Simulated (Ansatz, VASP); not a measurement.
Two plane-wave programs on ZnS

Contents of INCAR:

```
SYSTEM = ZnS
PREC     = Accurate       ! precision mode
ENCUT    = 500            ! plane-wave cutoff, eV
EDIFF    = 1E-7           ! SCF threshold, eV
ISMEAR   = -1             ! smearing method
SIGMA    = 0.05           ! smearing width, eV
LREAL    = .False.        ! projectors in reciprocal space
LASPH    = .True.         ! aspherical terms in the spheres
NELM     = 120            ! most SCF steps
ALGO     = Normal         ! electronic algorithm
ISIF     = 3              ! what is computed and relaxed
LWAVE    = .False.        ! write WAVECAR
LCHARG   = .False.        ! write CHGCAR
GGA      = LIBXC          ! functional
LIBXC1   = GGA_X_B88    
LIBXC2   = GGA_C_PBE    
IBRION   = 2              ! ionic algorithm
NSW      = 60             ! ionic steps
EDIFFG   = -0.01          ! ionic threshold
GGA_COMPAT= .False.      
NELMIN   = 4
```

File KPOINTS:

```
regular mesh
0
Gamma
  8 8 5
  0 0 0
```

Contents of POSCAR:

```
ZnS
1.0
    3.8110000000      0.0000000000      0.0000000000
   -1.9055000000      3.3004228138      0.0000000000
    0.0000000000      0.0000000000      6.2340000000
Zn S
2 2
Direct
    0.6666666667      0.3333333333      0.5000000000
    0.3333333333      0.6666666667      0.0000000000
    0.6666666667      0.3333333333      0.8850000000
    0.3333333333      0.6666666667      0.3850000000
```

File input.yaml:

```yaml
crystal:
  lattice:
    - [3.811, 0.0, 0.0]
    - [-1.9055, 3.3004228138, 0.0]
    - [0.0, 0.0, 6.234]
  atoms:
    - { symbol: Zn, position: [0.6666666667, 0.3333333333, 0.5] }
    - { symbol: Zn, position: [0.3333333333, 0.6666666667, 0.0] }
    - { symbol: S, position: [0.6666666667, 0.3333333333, 0.885] }
    - { symbol: S, position: [0.3333333333, 0.6666666667, 0.385] }
hamiltonian:
  xc: { exchange: b88, correlation: pbe }
  pseudopotentials: { kind: paw }
kpoints:
  mp_grid: { grid: [8, 8, 5] }
scf:
  occupations: { method: fermi_dirac, width: 0.05 }
output:
  forces: true
  stress: true
  write_density: true
  write_potential: true
  elf: true
  volumetric_format: npy
relax:
  f_tol: 0.01
  max_steps: 40
  cell: { stress_tol: 0.05 }
```

Alike in both runs: task relaxation of cell and atoms; functional b88 exchange, pbe correlation; k mesh 8 × 8 × 5; occupations fermi-dirac, width 0.05 eV; no spin polarisation.

|  | VASP | Ansatz |
| --- | --- | --- |
| version | VASP 6.6.1 | Ansatz 0.2.0 |
| potentials or method | VASP PAW PBE potentials, release 64 (Zn, S) | Ansatz PAW |
| plane-wave cutoff (eV) | 500 | 420 |
| valence electrons in the cell | 36 | 36 |

VASP gave:

* gap on the k mesh at the Fermi level, each at its own relaxed structure (eV): 2.08
* relaxed volume (Å³/atom): 20.20
* relaxed length of the cell vector where the two differ most in proportion (Å): 6.306

Q: Estimate Ansatz's values.

A: gap on the k mesh at the Fermi level, each at its own relaxed structure (eV): 2.08; relaxed volume (Å³/atom): 20.17; relaxed length of the cell vector where the two differ most in proportion (Å): 6.302.

VASP's potentials were made for PBE, not for b88 exchange, pbe correlation.

Noted on Ansatz's run: odd divisions of the mesh miss points on the zone boundary, where band edges often lie, so the gap on the mesh can be too wide; the plane-wave basis is chosen anew once the cell has moved, so the energies of steps on either side of that aren't comparable.
